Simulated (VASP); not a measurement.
Wanted: the native input for a VASP 6.6.1 run.

- Task: relaxation of cell and atoms
- Functional: LDA
- Potentials or basis: VASP PAW LDA potentials, release 64 (Ti_sv, O)
- Cutoff: 600 eV
- k mesh: 6 × 6 × 10
- Occupations: gaussian, width 0.02 eV
- Spin: no spin polarisation
- Dipole correction: no
- Further INCAR settings: ALGO = Normal; EDIFF = 1e-07; IBRION = 2; EDIFFG = -0.01; NSW = 80; ISIF = 3

The structure of TiO2 lies in POSCAR:

```
TiO2
1.0
    4.5481786148      0.0000000000      0.0000000000
    0.0000000000      4.5494127439      0.0000000000
    0.0000000000      0.0000000000      2.9177057346
Ti O
2 4
Direct
    0.5000000000      0.5000000000      0.5000000000
    0.0000000000      0.0000000000      0.0000000000
    0.3039412301      0.3042076617      0.0000000000
    0.8039412301      0.1957923383      0.5000000000
    0.1960587699      0.8042076617      0.5000000000
    0.6960587699      0.6957923383      0.0000000000
```

These files were run (other wordings do the same):

INCAR

```
SYSTEM = TiO2
ALGO = Normal ; EDIFF = 1E-7
EDIFFG = -0.01 ; ENCUT = 600
GGA = CA ; IBRION = 2
ISIF = 3 ; ISMEAR = 0
LASPH = .True. ; LCHARG = .False.
LREAL = .False. ; LUSENCCL = .False.
LWAVE = .False. ; NELM = 60
NSW = 80 ; PREC = Accurate
SIGMA = 0.02
```

KPOINTS

```
k-points
0
Gamma
  6 6 10
  0 0 0
```

Potentials or basis: VASP PAW LDA potentials, release 64 (Ti_sv, O).

Launch:

```bash
$ cat potpaw_LDA.64/Ti_sv/POTCAR potpaw_LDA.64/O/POTCAR > POTCAR
$ mpirun -np 1 vasp_std > vasp.out
```

Results of the run:

```json
{"Relaxed volume": "10.09 Å³/atom", "Relaxed cell": "a = 4.552 Å, b = 4.553 Å, c = 2.922 Å, α = 90.00°, β = 90.00°, γ = 90.00°", "Space group after relaxing (to 0.1 Å)": "P4_2/mnm (No. 136)", "Energy gained by relaxing": "0.1 meV/atom", "Ionic steps": "5", "Pressure after relaxing": "0.0 GPa", "Band gap on the k mesh": "1.82 eV"}
```

Run time: 17 min on 1 × NVIDIA H100 80GB with 1 thread of AMD EPYC 7R13 Processor (Zen 3), on a shared host, peak memory 1.4 GiB.
